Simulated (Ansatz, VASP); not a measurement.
**Hf in VASP and in Ansatz**

Contents of INCAR:

```
SYSTEM = Hf
PREC = Accurate
ENCUT = 500
EDIFF = 1E-6
ISMEAR = -1
SIGMA = 0.05
LREAL = .FALSE.
LASPH = .TRUE.
NELM = 120
ALGO = Normal
ISIF = 2
LWAVE = .FALSE.
LCHARG = .FALSE.
GGA = PS
NBANDS = 22
GGA_COMPAT = .FALSE.
```

KPOINTS

```
Automatic mesh
0
G
  4 4 7
  0 0 0
```

Contents of POSCAR:

```
Hf
1.0
    4.9623295440      0.0000000000      0.0000000000
   -2.4811647720      4.2975034470      0.0000000000
    0.0000000000      0.0000000000      3.0862322500
Hf
3
Direct
    0.0000000000      0.0000000000      0.0000000000
    0.3333333333      0.6666666667      0.5000000000
    0.6666666667      0.3333333333      0.5000000000
```

input.yaml

```yaml
crystal:
  lattice:
    - [4.962329544, 0.0, 0.0]
    - [-2.481164772, 4.297503447, 0.0]
    - [0.0, 0.0, 3.08623225]
  atoms:
    - { symbol: Hf, position: [0.0, 0.0, 0.0] }
    - { symbol: Hf, position: [0.3333333333, 0.6666666667, 0.5] }
    - { symbol: Hf, position: [0.6666666667, 0.3333333333, 0.5] }
kpoints:
  mp_grid: { grid: [4, 4, 7] }
  band_path:
    path:
      - [0.0, 0.0, 0.0]
      - [0.5, 0.0, 0.0]
      - [0.3333333333, 0.3333333333, 0.0]
      - [0.0, 0.0, 0.0]
      - [0.0, 0.0, 0.5]
      - [0.5, 0.0, 0.5]
      - [0.3333333333, 0.3333333333, 0.5]
      - [0.0, 0.0, 0.5]
    npoints: 8
scf:
  occupations: { method: fermi_dirac, width: 0.05 }
hamiltonian:
  xc: pbesol
  pseudopotentials: { kind: all_electron, lapw: { basis_error: 0.002 } }
output:
  forces: true
  stress: true
  eigenvalues: true
```

Alike in both runs: functional PBEsol; k mesh 4 × 4 × 7; occupations fermi-dirac, width 0.05 eV; no spin polarisation.

|  | VASP | Ansatz |
| --- | --- | --- |
| version | VASP 6.6.1 | Ansatz 0.2.0 |
| potentials or method | VASP PAW PBE potentials, release 64 (Hf_pv), cutoff 500 eV | all-electron LAPW, scalar-relativistic |
| task | single point | band structure |

```tsv
	VASP	Ansatz	Ansatz less VASP
gap on the k mesh at the Fermi level (eV)	none	none	-
pressure (GPa)	-3.4	-3.0	+0.42
traceless stress, the component that is largest in VASP (GPa)	0.15	0.04	-0.105
```

VASP's potentials were made for PBE, not for PBEsol. A gap of «none» marks a metal or a gap that the smearing closes. Ansatz ran all-electron here, and VASP with PAW potentials.

The k mesh is coarse, so the values compare programs but aren't converged. Neither program's run includes spin-orbit coupling. Noted on Ansatz's run: the k mesh is thin for a metal, which can move the energy by tens of meV per atom.
